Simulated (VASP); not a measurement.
Crystal: PbS.

```
Pb S
1.0
     2.07995   -5.99130    0.00000
     2.07995    5.99130    0.00000
     0.00000    0.00000    4.27932
Pb S
2 2
Direct
  0.13056 0.86944 0.25000
  0.86944 0.13056 0.75000
  0.35480 0.64520 0.25000
  0.64520 0.35480 0.75000
```

- Program: VASP 6.6.1
- Task: relaxation of cell and atoms
- Functional: PBE
- Dispersion: D4
- Potentials or basis: VASP PAW PBE potentials, release 64 (Pb_d, S)
- Cutoff: 600 eV
- k mesh: 7 × 7 × 6
- Occupations: fermi-dirac, width 0.05 eV
- Spin: no spin polarisation

At the start: pressure -0.9 GPa; volume 26.66 Å³/atom.

Problem. Where does the relaxation end?

Solution. Over 17 steps the energy falls by 5.4 meV/atom and the volume is 25.54 Å³/atom (-4.2 %); space group Cmcm (No. 63, to 0.1 Å) before and after.

Step by step:
```
step  energy change (eV)  largest force (eV/Å)  pressure (GPa)  volume (Å³)
   1              0.0000                0.0951           -0.89       106.65
   2             -0.0081                0.1573            0.08       104.38
   3             -0.0082                0.1623            0.14       104.23
   4             -0.0122                0.1026            0.06       103.88
   5             -0.0157                0.0078           -0.03       103.30
   6             -0.0193                0.0261           -0.07       103.00
   7             -0.0206                0.0475           -0.08       102.71
   8             -0.0206                0.0500           -0.08       102.68
   9             -0.0211                0.0384            0.00       102.35
  10             -0.0214                0.0274            0.08       102.04
  11             -0.0214                0.0250            0.08       101.98
  12             -0.0214                0.0208            0.13       101.86
  13             -0.0214                0.0236            0.12       101.94
  14             -0.0215                0.0394           -0.07       102.18
  15             -0.0215                0.0299           -0.02       102.11
  16             -0.0216                0.0214           -0.01       102.12
  17             -0.0217                0.0070            0.02       102.14
```

Final structure:
```
CELL_PARAMETERS angstrom
2.05427 -5.81398 0.00000
2.05427 5.81398 0.00000
0.00000 0.00000 4.27615
ATOMIC_POSITIONS crystal
Pb 0.12703 0.87297 0.25000
Pb 0.87297 0.12703 0.75000
S 0.35942 0.64058 0.25000
S 0.64058 0.35942 0.75000
```
